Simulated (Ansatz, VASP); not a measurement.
One calculation of KI, two programs

INCAR

```
ALGO = Normal
EDIFF = 1E-7
ENCUT = 520
GGA = PE
ISIF = 2
ISMEAR = -1
LASPH = True
LCHARG = True
LELF = True
LREAL = False
LVHAR = True
LWAVE = False
NBANDS = 15
NELM = 80
PREC = Accurate
SIGMA = 0.01
```

The input KPOINTS:

```
k-points
0
Gamma
  8 8 8
```

File POSCAR:

```
KI
1.0
    0.0000000000      3.5936763733      3.5936763733
    3.5936763733      0.0000000000      3.5936763733
    3.5936763733      3.5936763733      0.0000000000
K I
1 1
Direct
    0.0000000000      0.0000000000      0.0000000000
    0.5000000000      0.5000000000      0.5000000000
```

Input for Ansatz:

```yaml
crystal:
  lattice:
    - [0.0, 3.5936763733, 3.5936763733]
    - [3.5936763733, 0.0, 3.5936763733]
    - [3.5936763733, 3.5936763733, 0.0]
  atoms:
    - { symbol: K, position: [0.0, 0.0, 0.0] }
    - { symbol: I, position: [0.5, 0.5, 0.5] }
kpoints:
  mp_grid: { grid: [8, 8, 8] }
scf:
  occupations: { method: fermi_dirac, width: 0.01 }
hamiltonian:
  xc: pbe
  pseudopotentials: { kind: all_electron, lapw: { basis_error: 0.001 } }
output:
  forces: true
  stress: true
  eigenvalues: true
```

Change from the starting cell: volume scaled by 1.06.

Alike in both runs: task single point; functional PBE; k mesh 8 × 8 × 8; occupations fermi-dirac, width 0.01 eV; no spin polarisation.

|  | VASP | Ansatz |
| --- | --- | --- |
| version | VASP 6.6.1 | Ansatz 0.2.0 |
| potentials or method | VASP PAW PBE potentials, release 64 (K_sv, I), cutoff 520 eV | all-electron LAPW, scalar-relativistic |

|  | VASP | Ansatz | Ansatz less VASP |
| --- | --- | --- | --- |
| gap on the k mesh at the Fermi level (eV) | 3.85 | 3.85 | +0.003 |
| pressure (GPa) | 0.0 | 0.0 | -0.02 |

Ansatz ran all-electron here, and VASP with PAW potentials.

Neither program's run includes spin-orbit coupling.
